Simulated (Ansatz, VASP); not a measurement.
## BN: VASP beside Ansatz

```
CELL_PARAMETERS angstrom
0.00000 1.81300 1.81300
1.81300 0.00000 1.81300
1.81300 1.81300 0.00000
ATOMIC_POSITIONS crystal
B 0.04137 0.95863 0.04137
N 0.75000 0.75000 0.75000
```

Change from the starting cell: one atom moved.

Alike in both runs: task single point; functional PBE; k mesh 12 × 12 × 12; occupations gaussian, width 0.02 eV; no spin polarisation.

|  | VASP | Ansatz |
| --- | --- | --- |
| version | VASP 6.6.1 | Ansatz 0.2.0 |
| potentials or method | VASP PAW PBE potentials, release 64 (B, N), cutoff 520 eV | scalar-relativistic, plane waves, PAW |
| valence electrons in the cell | 8 | 8 |

VASP gave:

* gap on the k mesh at the Fermi level (eV): 3.14
* least direct gap on the mesh (eV): 7.09
* pressure (GPa): 6.1
* traceless stress, the component that is largest in VASP (GPa): -3.10
* rms of the force components (eV/Å): 1.952

Task: Which values does Ansatz return?

Result: gap on the k mesh at the Fermi level (eV): 3.15; least direct gap on the mesh (eV): 7.10; pressure (GPa): 6.0; traceless stress, the component that is largest in VASP (GPa): -2.80; rms of the force components (eV/Å): 1.944.

Atom by atom the forces differ by 0.008 eV/Å (rms over components). The functional is the same, so the differences come from potentials, cutoffs and numerics.
